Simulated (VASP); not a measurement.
Crystal: ScTaN.

```
Ta Sc N
1.0
     3.08507    0.00000    0.00000
    -1.54253    2.67175    0.00000
     0.00000    0.00000   10.34014
Ta Sc N
2 2 2
Direct
  0.33333 0.66667 0.24563
  0.66667 0.33333 0.75437
  0.00000 0.00000 0.00000
  0.00000 0.00000 0.50000
  0.33333 0.66667 0.62984
  0.66667 0.33333 0.37016
```

Program: VASP 6.6.1. Alike in all runs: task single point; level r2SCAN+U; potentials or basis VASP PAW PBE potentials, release 64 (Ta_pv, Sc_sv, N); no spin polarisation; cell as given; k mesh 10 × 10 × 3; cutoff (eV) 520; smearing fermi-dirac 0.05 eV.

Task: Order these runs on this cell by their pressure, lowest first.
A. U Sc d U = 3.0 eV, Ta d U = 3.0 eV
B. U Sc d U = 4.0 eV, Ta d U = 4.0 eV
C. U Sc d U = 5.0 eV, Ta d U = 5.0 eV

Result: A (7.9 GPa), B (11.3 GPa), C (14.8 GPa).

Caveats: the cell stands under pressure; the PAW data sets were made with another functional, which shifts forces and pressure a little; U without spin polarisation on a metal has little footing.
